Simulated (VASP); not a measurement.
# Pt (P6_3/mmc) in VASP: a series of runs

The runs below take Pt through single point, with r2SCAN.

Everything below comes from runs of VASP 6.6.1. Logs are shortened: lines on timing, memory, paths and dates and some standing lists are left out, and cuts for length are marked.

### 1 The cell of the first run

It takes space group P6_3/mmc (No. 194, hexagonal). Conventional cell: a = 2.761 Å, b = 2.761 Å, c = 4.984 Å, α = 90.00°, β = 90.00°, γ = 120.00°. Within 3.6 Å of Pt (site symmetry -6m2) lie 12 Pt at 2.76 to 2.96 Å.

This isn't the form of Pt at room conditions, which is fcc.

### 2 Single point, r2SCAN (strain +0.000 along x and y, +0.040 along z)

Contents of POSCAR:

```
Pt
1.0
    2.7606656158      0.0000000000      0.0000000000
   -1.3803328079      2.3908065546      0.0000000000
    0.0000000000      0.0000000000      4.9838193600
Pt
2
Direct
    0.6666666667      0.3333333333      0.7500000000
    0.3333333333      0.6666666667      0.2500000000
```

Contents of INCAR.step1:

```
SYSTEM = Pt
  ALGO = Normal
  EDIFF = 1E-4
  ENCUT = 520
  GGA = PE
  ISMEAR = 0
  LASPH = .TRUE.
  LCHARG = .FALSE.
  LREAL = .FALSE.
  LWAVE = .TRUE.
  NBANDS = 17
  NELM = 100
  PREC = Accurate
  SIGMA = 0.15
```

Contents of INCAR.step2:

```
SYSTEM = Pt
  ALGO = Normal
  EDIFF = 1E-6
  ENCUT = 520
  ISIF = 2
  ISMEAR = 0
  ISTART = 1
  LASPH = .TRUE.
  LCHARG = .FALSE.
  LMIXTAU = .TRUE.
  LREAL = .FALSE.
  LWAVE = .FALSE.
  METAGGA = R2SCAN
  NBANDS = 17
  NELM = 100
  PREC = Accurate
  SIGMA = 0.15
```

Contents of KPOINTS:

```
k-points
0
G
  18 18 10
  0 0 0
```

Potentials or basis: VASP PAW PBE potentials, release 64 (Pt).

Launch:

```bash
$ cat potpaw_PBE.64/Pt/POTCAR > POTCAR
$ cp INCAR.step1 INCAR
$ mpirun -np 1 vasp_std > vasp.out
$ cp INCAR.step2 INCAR
$ mpirun -np 1 vasp_std > vasp.out
```

OUTCAR:

```text
SYSTEM = Pt
   EDIFF = 1E-6
   ENCUT = 520
   ISIF = 2
   ISMEAR = 0
   ISTART = 1
   LASPH = .TRUE.
   LREAL = .FALSE.
   METAGGA = R2SCAN
   NELM = 100
   PREC = Accurate

 ion  position               nearest neighbor table
   1  0.667  0.333  0.750-   2 2.96   2 2.96   2 2.96   2 2.96   2 2.96   2 2.96
   2  0.333  0.667  0.250-   1 2.96   1 2.96   1 2.96   1 2.96   1 2.96   1 2.96

  LATTYP: Found a hexagonal cell.
 ALAT       =     2.7606656158
 C/A-ratio  =     1.8052962776

  Lattice vectors:

 A1 = (   2.7606656158,   0.0000000000,   0.0000000000)
 A2 = (  -1.3803328079,   2.3908065546,   0.0000000000)
 A3 = (   0.0000000000,   0.0000000000,   4.9838193600)

Analysis of symmetry for initial positions (statically):
=====================================================================
 Subroutine PRICEL returns:
 Original cell was already a primitive cell.

 Routine SETGRP: Setting up the symmetry group for a
 hexagonal supercell.

 Subroutine GETGRP returns: Found 24 space group operations
 (whereof 12 operations were pure point group operations)
 out of a pool of 24 trial point group operations.

The static configuration has the point symmetry D_3d.
 The point group associated with its full space group is D_6h.

Analysis of symmetry for dynamics (positions and initial velocities):
=====================================================================
 Subroutine PRICEL returns:
 Original cell was already a primitive cell.

 Routine SETGRP: Setting up the symmetry group for a
 hexagonal supercell.

 Subroutine GETGRP returns: Found 24 space group operations
 (whereof 12 operations were pure point group operations)
 out of a pool of 24 trial point group operations.

The dynamic configuration has the point symmetry D_3d.
 The point group associated with its full space group is D_6h.

 Subroutine INISYM returns: Found 24 space group operations
 (whereof 12 operations are pure point group operations),
 and found     1 'primitive' translations

----------------------------------------------------------------------------------------

                                     Primitive cell

  volume of cell :      32.8943

  direct lattice vectors                    reciprocal lattice vectors
     2.760665616  0.000000000  0.000000000     0.362231483  0.209134444  0.000000000
    -1.380332808  2.390806555  0.000000000     0.000000000  0.418268888  0.000000000
     0.000000000  0.000000000  4.983819360     0.000000000  0.000000000  0.200649327

  length of vectors
     2.760665616  2.760665616  4.983819360     0.418268888  0.418268888  0.200649327

  position of ions in fractional coordinates (direct lattice)
     0.666666667  0.333333333  0.750000000
     0.333333333  0.666666667  0.250000000

  ion indices of the primitive-cell ions
   primitive index   ion index
                 1           1
                 2           2

----------------------------------------------------------------------------------------

 KPOINTS: k-points

Automatic generation of k-mesh.
 Grid dimensions read from file:
 generate k-points for:   18   18   10

 Generating k-lattice:

  Cartesian coordinates                     Fractional coordinates (reciprocal lattice)
     0.020123971  0.011618580  0.000000000     0.055555556 -0.000000000  0.000000000
     0.000000000  0.023237160  0.000000000     0.000000000  0.055555556  0.000000000
     0.000000000  0.000000000  0.020064933     0.000000000  0.000000000  0.100000000

  Length of vectors
     0.023237160  0.023237160  0.020064933

  Shift w.r.t. Gamma in fractional coordinates (k-lattice)
     0.000000000  0.000000000  0.000000000

 Subroutine IBZKPT returns following result:
 ===========================================

 Found    222 irreducible k-points:

 Following reciprocal coordinates:
            Coordinates               Weight
  0.000000  0.000000  0.000000      1.000000
  0.055556 -0.000000  0.000000      6.000000
  0.111111 -0.000000  0.000000      6.000000
  0.166667 -0.000000  0.000000      6.000000
  0.222222 -0.000000  0.000000      6.000000
  0.277778 -0.000000  0.000000      6.000000
[... 16 lines left out ...]
  0.333333  0.111111  0.000000     12.000000
  0.388889  0.111111  0.000000     12.000000
 [... further k-points ...]
   k-points           NKPTS =    222   k-points in BZ     NKDIM =    222   number of bands    NBANDS=     17
   number of dos      NEDOS =    301   number of ions     NIONS =      2
   total plane-waves  NPLWV =  23040
   dimension x,y,z NGX =    24 NGY =   24 NGZ =   40
   dimension x,y,z NGXF=    48 NGYF=   48 NGZF=   80
   ions per type =               2
   NGX,Y,Z   is equivalent  to a cutoff of  14.45, 14.45, 13.34 a.u.
   NGXF,Y,Z  is equivalent  to a cutoff of  28.91, 28.91, 26.69 a.u.
 SYSTEM =  Pt
   PREC   = accura    normal or accurate (medium, high low for compatibility)
   ISTART =      1    job   : 0-new  1-cont  2-samecut
   ICHARG =      0    charge: 1-file 2-atom 10-const
   ISPIN  =      1    spin polarized calculation?
   LNONCOLLINEAR =      F non collinear calculations
   LSORBIT =      F    spin-orbit coupling
   LASPH  =      T    aspherical Exc in radial PAW
   ENCUT  =  520.0 eV  38.22 Ry    6.18 a.u.   5.13  5.13  9.27*2*pi/ulx,y,z
   NELM   =    100;   NELMIN=  2; NELMDL=  0     # of ELM steps
   EDIFF  = 0.1E-05   stopping-criterion for ELM
   LREAL  =      F    real-space projection
   EDIFFG = 0.1E-04   stopping-criterion for IOM
   NSW    =      0    number of steps for IOM
   IBRION =     -1    ionic relax: 0-MD 1-quasi-New 2-CG
   NFREE  =      0    steps in history (QN), initial steepest desc. (CG)
   ISIF   =      2    stress and relaxation
   ISYM   =      2    0-nonsym 1-usesym 2-fastsym
   POTIM  = 0.5000    time-step for ionic-motion
   TEBEG  =    0.0;   TEEND  =   0.0 temperature during run
   PSTRESS=    0.0 pullay stress
   NELECT =      20.0000    total number of electrons
   NUPDOWN=      -1.0000    fix difference up-down
   EMIN   =  10.00;   EMAX   =-10.00  energy-range for DOS
   EFERMI =   0.00;   METHOD = LEGACY
   ISMEAR =     0;   SIGMA  =   0.15  broadening in eV -4-tet -1-fermi 0-gaus
   EFERMI_NEDOS =   21; number of points for ismear=-14 and -15
   IALGO  =     38    algorithm
   IMIX   =      4    mixing-type and parameters
     AMIX     =   0.40;   BMIX     =  1.00
     AMIX_MAG =   1.60;   BMIX_MAG =  1.00
  volume/ion in A,a.u.               =      16.45       110.99
  Fermi-wavevector in a.u.,A,eV,Ry     =   1.386898  2.620858 26.170632  1.923487
  Thomas-Fermi vector in A             =   2.511171
   LORBIT       =      0    0 simple, 1 ext, 2 COOP (PROOUT), +10 PAW based schemes
   METAGGA = R2SCAN    functional components
   LHFCALC =     F    Hartree Fock is set to
   AEXX    =    0.0000 exact exchange contribution
   IVDW    =     0    specifies the selected vdW correction
   LEPSILON=     F    determine dielectric tensor
   LRPA    =     F    only Hartree local field effects (RPA)
 non-spin polarized calculation
 Gauss-broadening in eV      SIGMA  =   0.15
  energy-cutoff  :      520.00
  volume of cell :       32.89
 maximum number of plane-waves:       900
 NGX is ok and might be reduce to    24
   NGX = 11   NGY = 11   NGZ = 19

 number of electron      20.0000003 magnetization

 Free energy of the ion-electron system (eV)
  ---------------------------------------------------
  ext. energy  EPLUGINS =         0.00000000
  ---------------------------------------------------
  free energy    TOTEN  =      -102.80062630 eV

  energy without entropy =     -102.76599266  energy(sigma->0) =     -102.78330948

 E-fermi :   9.3851     XC(G=0): -14.0011

 val. band max:        9.3805169158   @ k =   0.3889  -0.0000   0.4000
 cond. band min:       9.3854405559   @ k =   0.2222   0.2222   0.5000
 fundamental gap:      0.0049236400
 Fermi energy:         9.3851096121

 k-point     1 :       0.0000    0.0000    0.0000
  band No.  band energies     occupation
      1      -0.0995      2.00000
      2       2.3443      2.00000
      3       5.3603      2.00000
      4       6.0523      2.00000
      5       6.0523      2.00000
      6       6.3420      2.00000
[... 9 lines left out ...]
     16      27.5610      0.00000
     17      31.6466      0.00000

 k-point     2 :       0.0556   -0.0000    0.0000
  band No.  band energies     occupation
      1       0.0183      2.00000
      2       2.4563      2.00000
      3       5.3816      2.00000
      4       6.0163      2.00000
      5       6.1405      2.00000
      6       6.2832      2.00000
[... 9 lines left out ...]
     16      27.7083      0.00000
     17      30.8725      0.00000

 k-point     3 :       0.1111   -0.0000    0.0000
  band No.  band energies     occupation
      1       0.3624      2.00000
      2       2.7733      2.00000
      3       5.3883      2.00000
      4       5.9584      2.00000
      5       6.1632      2.00000
      6       6.4010      2.00000
[... 9 lines left out ...]
     16      27.8879      0.00000
     17      29.8004      0.00000

 k-point     4 :       0.1667   -0.0000    0.0000
  band No.  band energies     occupation
      1       0.9026      2.00000
      2       3.2196      2.00000
      3       5.3081      2.00000
      4       5.7967      2.00000
      5       6.2405      2.00000
      6       6.2880      2.00000
[... 9 lines left out ...]
     16      28.0577      0.00000
     17      28.4247      0.00000
[... 343 lines left out ...]
      1       3.1481      2.00000
      2       3.8442      2.00000
      3       4.5478      2.00000
      4       5.4630      2.00000
      5       5.9924      2.00000
      6       6.1731      2.00000
[... 9 lines left out ...]
     16      25.2638      0.00000
     17      25.6757      0.00000

 k-point    23 :       0.3333    0.1111    0.0000
  band No.  band energies     occupation
      1       3.4051      2.00000
      2       3.6450      2.00000
      3       4.2623      2.00000
      4       5.8957      2.00000
      5       6.0556      2.00000
      6       6.4611      2.00000
[... 9 lines left out ...]
     16      23.6111      0.00000
     17      24.3999      0.00000

 k-point    24 :       0.3889    0.1111    0.0000
  band No.  band energies     occupation
      1       3.4415      2.00000
      2       3.5339      2.00000
      3       4.0886      2.00000
      4       6.0039      2.00000
      5       6.3631      2.00000
      6       6.4696      2.00000
[... 9 lines left out ...]
     16      22.2037      0.00000
     17      23.6754      0.00000

 [... further k-points ...]
[... 5 lines left out ...]
  --------------------------------------------------------------------------------------
  -------------------------------------------------------------------------------------
  Total       -2.3881403     -2.3881403     -3.1334433      0.0000000      0.0000000      0.0000000
  in kB     -116.3187915   -116.3187915   -152.6201546      0.0000000      0.0000000      0.0000000
  external PRESSURE =    -128.4192459 kB  Pullay stress =       0.0000000 kB

 VOLUME and BASIS-vectors are now :
 -----------------------------------------------------------------------------
  energy-cutoff  :      520.00
  volume of cell :       32.89
      direct lattice vectors                 reciprocal lattice vectors
     2.760665616  0.000000000  0.000000000     0.362231483  0.209134444  0.000000000
    -1.380332808  2.390806555  0.000000000     0.000000000  0.418268888  0.000000000
     0.000000000  0.000000000  4.983819360     0.000000000  0.000000000  0.200649327

 POSITION                                       TOTAL-FORCE (eV/Angst)
 -----------------------------------------------------------------------------------
      1.38033      0.79694      3.73786        -0.000000      0.000000      0.000000
     -0.00000      1.59387      1.24595         0.000000     -0.000000      0.000000
 -----------------------------------------------------------------------------------
    total drift:                               -0.000000      0.000000     -0.000000

  FREE ENERGIE OF THE ION-ELECTRON SYSTEM (eV)
  ---------------------------------------------------
  free  energy   TOTEN  =      -102.8006263025 eV

  energy  without entropy=     -102.7659926609  energy(sigma->0) =     -102.78330948
```

It took 4.4 min on 1 thread of AMD EPYC 9R45 (Zen 5), shared host; peak memory 0.22 GiB.

What came out:

- Free energy: -102.8006 eV
- Pressure: -12.8 GPa
- Band gap on the k mesh: zero (bands 10 and 11 overlap by 1.36 eV)

Levels at points of the mesh, in eV from the Fermi level:
```tsv
k point	band 8	band 9	band 10	band 11	band 12	band 13
(0.00, 0.00, 0.00)	-1.53	-1.53	-0.56	-0.23	-0.23	4.18
(0.50, 0.00, 0.00)	-0.16	0.47	0.62	2.45	3.97	7.41
(0.00, 0.00, 0.50)	-3.30	-0.74	-0.74	-0.74	-0.74	11.39
(0.50, 0.00, 0.50)	-0.72	0.55	0.55	1.92	1.92	6.72
```

Caveat: the cell differs from its parent crystal (strain +0.000 along x and y, +0.040 along z); the cell stands under tension; the PAW data sets were made with another functional, which shifts forces and pressure a little; spin-orbit coupling is left out, which moves the levels of the heavy elements.

### 3 Single point, r2SCAN (strain +0.080 along x and y, -0.080 along z)

Contents of POSCAR:

```
Pt
1.0
    2.9815188650      0.0000000000      0.0000000000
   -1.4907594325      2.5820710790      0.0000000000
    0.0000000000      0.0000000000      4.4087632800
Pt
2
Direct
    0.6666666667      0.3333333333      0.7500000000
    0.3333333333      0.6666666667      0.2500000000
```

Contents of INCAR.step1:

```
SYSTEM = Pt
PREC = Accurate
ENCUT = 520
ISMEAR = 0
SIGMA = 0.15
LREAL = .FALSE.
LASPH = .TRUE.
NELM = 100
NBANDS = 17
GGA = PE
ALGO = Normal
EDIFF = 1E-4
LWAVE = .TRUE.
LCHARG = .FALSE.
```

Contents of INCAR.step2:

```
SYSTEM = Pt
PREC = Accurate
ENCUT = 520
EDIFF = 1E-7
ISMEAR = 0
SIGMA = 0.15
LREAL = .FALSE.
LASPH = .TRUE.
NELM = 100
ALGO = Normal
ISIF = 2
LWAVE = .FALSE.
LCHARG = .FALSE.
METAGGA = R2SCAN
LMIXTAU = .TRUE.
NBANDS = 17
ISTART = 1
```

Contents of KPOINTS:

```
regular mesh
0
G
  18 18 10
  0 0 0
```

Potentials or basis: VASP PAW PBE potentials, release 64 (Pt).

Launch:

```bash
$ cat potpaw_PBE.64/Pt/POTCAR > POTCAR
$ cp INCAR.step1 INCAR
$ mpirun -np 1 vasp_std > vasp.out
$ cp INCAR.step2 INCAR
$ mpirun -np 1 vasp_std > vasp.out
```

Run time: 5.1 min. Hardware: 1 thread of AMD EPYC 9R45 (Zen 5), shared host; peak memory 0.21 GiB.

It converged, with:

- Free energy: -102.5684 eV
- Pressure: -17.1 GPa
- Band gap on the k mesh: zero (bands 10 and 11 overlap by 1.18 eV)

Stress tensor (GPa, compression positive):
```
-18.07   0.00   0.00
  0.00 -18.07   0.00
  0.00   0.00 -15.17
```

Levels at points of the mesh, in eV from the Fermi level:
```csv
k point,band 6,band 7,band 8,band 9,band 10,band 11,band 12,band 13,band 14,band 15
"(0.00, 0.00, 0.00)",-2.72,-2.59,-2.55,-2.55,-0.27,-0.27,1.01,6.58,15.33,18.52
"(0.50, 0.00, 0.00)",-2.55,-2.09,-0.46,-0.01,0.42,1.74,2.80,8.44,10.03,10.38
"(0.00, 0.00, 0.50)",-3.47,-3.22,-3.22,-0.76,-0.76,-0.76,-0.76,14.89,14.89,16.49
"(0.50, 0.00, 0.50)",-2.22,-0.81,-0.81,-0.16,-0.16,1.73,1.73,5.90,5.90,14.95
```

Caveat: the cell differs from its parent crystal (strain +0.080 along x and y, -0.080 along z); the cell stands under tension; the PAW data sets were made with another functional, which shifts forces and pressure a little; spin-orbit coupling is left out, which moves the levels of the heavy elements.

### 4 Single point, r2SCAN (strain +0.000 along x and y, +0.080 along z)

Contents of POSCAR:

```
Pt
1.0
    2.7606656158      0.0000000000      0.0000000000
   -1.3803328079      2.3908065546      0.0000000000
    0.0000000000      0.0000000000      5.1755047200
Pt
2
Direct
    0.6666666667      0.3333333333      0.7500000000
    0.3333333333      0.6666666667      0.2500000000
```

Contents of INCAR.step1:

```
  PREC = Accurate
  ENCUT = 520
  ISMEAR = 0
  SIGMA = 0.15
  LREAL = False
  LASPH = True
  NELM = 60
  NBANDS = 17
  GGA = PE
  ALGO = Normal
  EDIFF = 1E-4
  LWAVE = True
  LCHARG = False
```

Contents of INCAR.step2:

```
  PREC = Accurate
  ENCUT = 520
  EDIFF = 1E-6
  ISMEAR = 0
  SIGMA = 0.15
  LREAL = False
  LASPH = True
  NELM = 60
  ALGO = Normal
  ISIF = 2
  LWAVE = False
  LCHARG = False
  METAGGA = R2SCAN
  LMIXTAU = True
  NBANDS = 17
  ISTART = 1
```

Contents of KPOINTS:

```
regular mesh
0
Gamma
  18 18 10
```

Launch:

```bash
$ cat potpaw_PBE.64/Pt/POTCAR > POTCAR
$ cp INCAR.step1 INCAR
$ mpirun -np 1 vasp_std > vasp.out
$ cp INCAR.step2 INCAR
$ mpirun -np 1 vasp_std > vasp.out
```

Wall time 4.8 min (1 thread of AMD EPYC 9R45 (Zen 5), shared host); peak memory 0.22 GiB.

The run converged. Its results:

```
Free energy            : -102.6539 eV
Pressure               : -17.4 GPa
Band gap on the k mesh : zero (bands 10 and 11 overlap by 1.37 eV)
```

Stress tensor (GPa, compression positive):
```
-15.34   0.00   0.00
  0.00 -15.34   0.00
  0.00   0.00 -21.44
```

Levels at points of the mesh, in eV from the Fermi level:
| k point | band 8 | band 9 | band 10 | band 11 | band 12 | band 13 |
| --- | --- | --- | --- | --- | --- | --- |
| (0.00, 0.00, 0.00) | -1.21 | -1.21 | -0.55 | -0.18 | -0.18 | 3.52 |
| (0.50, 0.00, 0.00) | -0.24 | 0.61 | 0.71 | 2.46 | 3.96 | 7.21 |
| (0.00, 0.00, 0.50) | -3.12 | -0.61 | -0.61 | -0.61 | -0.61 | 10.32 |
| (0.50, 0.00, 0.50) | -0.66 | 0.67 | 0.67 | 1.99 | 1.99 | 6.66 |

Caveat: the cell differs from its parent crystal (strain +0.000 along x and y, +0.080 along z); the cell stands under tension; the PAW data sets were made with another functional, which shifts forces and pressure a little; spin-orbit coupling is left out, which moves the levels of the heavy elements.

### 5 Overview

| cell | gap on the mesh (eV) | pressure (GPa) |
| --- | --- | --- |
| a = 2.761, b = 2.761, c = 4.984 Å, angles 90.0, 90.0, 120.0°, 2 atoms | none | -12.8 |
| a = 2.982, b = 2.982, c = 4.409 Å, angles 90.0, 90.0, 120.0°, 2 atoms | none | -17.1 |
| a = 2.761, b = 2.761, c = 5.176 Å, angles 90.0, 90.0, 120.0°, 2 atoms | none | -17.4 |

Alike in all rows: task single point; level r2SCAN; potentials or basis VASP PAW PBE potentials, release 64 (Pt); no spin polarisation; k mesh 18 × 18 × 10; cutoff (eV) 520; smearing gaussian 0.15 eV.

Caveats: the cell stands under tension; the PAW data sets were made with another functional, which shifts forces and pressure a little; spin-orbit coupling is left out, which moves the levels of the heavy elements.

Absolute energies hang on the potentials; compare differences alone.
